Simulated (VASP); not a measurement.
Runs of VASP 6.6.1 on Ta2N. The structure is that of space group P-3m1 (No. 164), or close to it. The cells are those of the table. 

```tsv
cell	gap on the mesh (eV)	pressure (GPa)	largest force (eV/Å)
a = 3.062, b = 3.062, c = 5.011 Å, angles 90.0, 90.0, 120.0°, 3 atoms	none	-11.6	0.06
a = 3.062, b = 3.062, c = 4.676 Å, angles 90.0, 90.0, 120.0°, 3 atoms	none	9.7	0.02
a = 3.063, b = 3.124, c = 5.122 Å, angles 90.0, 90.0, 122.0°, 3 atoms	none	-16.5	0.12
a = 3.062, b = 3.062, c = 4.564 Å, angles 90.0, 90.0, 120.0°, 3 atoms	none	19.0	-
a = 3.062, b = 3.062, c = 5.122 Å, angles 90.0, 90.0, 120.0°, 3 atoms	none	-16.9	0.03
a = 3.062, b = 3.062, c = 4.787 Å, angles 90.0, 90.0, 120.0°, 3 atoms	none	(c)	0.05
a = 3.062, b = 3.062, c = 4.452 Å, angles 90.0, 90.0, 120.0°, 3 atoms	none	(a)	0.03
a = 3.062, b = 3.062, c = 4.899 Å, angles 90.0, 90.0, 120.0°, 3 atoms	none	(b)	0.07
```

Alike in all rows: task single point; level LDA; potentials or basis VASP PAW LDA potentials, release 64 (Ta_pv, N); no spin polarisation; k mesh 15 × 15 × 8; cutoff (eV) 520; smearing gaussian 0.15 eV.

Q: Estimate the missing entries.

A: (a) 29.5; (b) -5.5; (c) 1.6.

Caveats: spin-orbit coupling is left out, which moves the levels of the heavy elements; the cell stands under tension (at least some runs); the cell stands under pressure (at least some runs).

A k mesh can miss the band edges, and the runs leave out spin-orbit coupling on Ta.

A gap of «none» marks levels without a gap at the run's occupations.
